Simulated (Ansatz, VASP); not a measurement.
# Two plane-wave programs on CO2

Contents of INCAR:

```
PREC = Accurate
ENCUT = 520
EDIFF = 1E-6
ISMEAR = 0
SIGMA = 0.05
LREAL = False
LASPH = True
NELM = 60
ALGO = Normal
ISIF = 2
LWAVE = False
LCHARG = False
GGA = PE
NBANDS = 44
```

File KPOINTS:

```
Automatic mesh
0
Gamma
  4 4 4
```

File POSCAR:

```
CO2
1.0
    5.8497032775      0.0000000000      0.0000000000
    0.0000000000      5.8497032775      0.0000000000
    0.0000000000      0.0000000000      6.2884310233
C O
4 8
Direct
    0.0000000000      0.0000000000      0.0000000000
    0.5000000000      0.0000000000      0.5000000000
    0.5000000000      0.5000000000      0.0000000000
    0.0000000000      0.5000000000      0.5000000000
    0.1114834447      0.1114834447      0.1114834447
    0.3885165553      0.8885165553      0.6114834447
    0.6114834447      0.3885165553      0.8885165553
    0.8885165553      0.6114834447      0.3885165553
    0.8885165553      0.8885165553      0.8885165553
    0.6114834447      0.1114834447      0.3885165553
    0.3885165553      0.6114834447      0.1114834447
    0.1114834447      0.3885165553      0.6114834447
```

Input for Ansatz:

```yaml
crystal:
  lattice:
    - [5.8497032775, 0.0, 0.0]
    - [0.0, 5.8497032775, 0.0]
    - [0.0, 0.0, 6.2884310233]
  atoms:
    - { symbol: C, position: [0.0, 0.0, 0.0] }
    - { symbol: C, position: [0.5, 0.0, 0.5] }
    - { symbol: C, position: [0.5, 0.5, 0.0] }
    - { symbol: C, position: [0.0, 0.5, 0.5] }
    - { symbol: O, position: [0.1114834447, 0.1114834447, 0.1114834447] }
    - { symbol: O, position: [0.3885165553, 0.8885165553, 0.6114834447] }
    - { symbol: O, position: [0.6114834447, 0.3885165553, 0.8885165553] }
    - { symbol: O, position: [0.8885165553, 0.6114834447, 0.3885165553] }
    - { symbol: O, position: [0.8885165553, 0.8885165553, 0.8885165553] }
    - { symbol: O, position: [0.6114834447, 0.1114834447, 0.3885165553] }
    - { symbol: O, position: [0.3885165553, 0.6114834447, 0.1114834447] }
    - { symbol: O, position: [0.1114834447, 0.3885165553, 0.6114834447] }
basis:
  ecutwfc: 520.0
kpoints:
  mp_grid: { grid: [4, 4, 4] }
hamiltonian:
  xc: pbe
scf:
  occupations: { method: gaussian, width: 0.05 }
output:
  forces: true
  stress: true
  eigenvalues: true
```

Alike in both runs: task single point; functional PBE; k mesh 4 × 4 × 4; occupations gaussian, width 0.05 eV; no spin polarisation.

|  | VASP | Ansatz |
| --- | --- | --- |
| version | VASP 6.6.1 | Ansatz 0.2.0 |
| potentials or method | VASP PAW PBE potentials, release 64 (C, O), cutoff 520 eV | scalar-relativistic, plane waves, PAW |
| valence electrons in the cell | 64 | 64 |

VASP gave:

- gap on the k mesh at the Fermi level (eV): 6.67
- least direct gap on the mesh (eV): 6.67
- pressure (GPa): 4.2
- traceless stress, the component that is largest in VASP (GPa): 0.24
- rms of the force components (eV/Å): 0.883

Task: What did Ansatz give for the same quantities?

Result: gap on the k mesh at the Fermi level (eV): 6.68; least direct gap on the mesh (eV): 6.68; pressure (GPa): 2.8; traceless stress, the component that is largest in VASP (GPa): 0.09; rms of the force components (eV/Å): 0.557.

Atom by atom the forces differ by 0.326 eV/Å (rms over components). With one functional, cell and mesh, what is left measures potentials, basis and numerics.

Noted on VASP's run: the standard files for N, O and F lose accuracy on very short bonds.
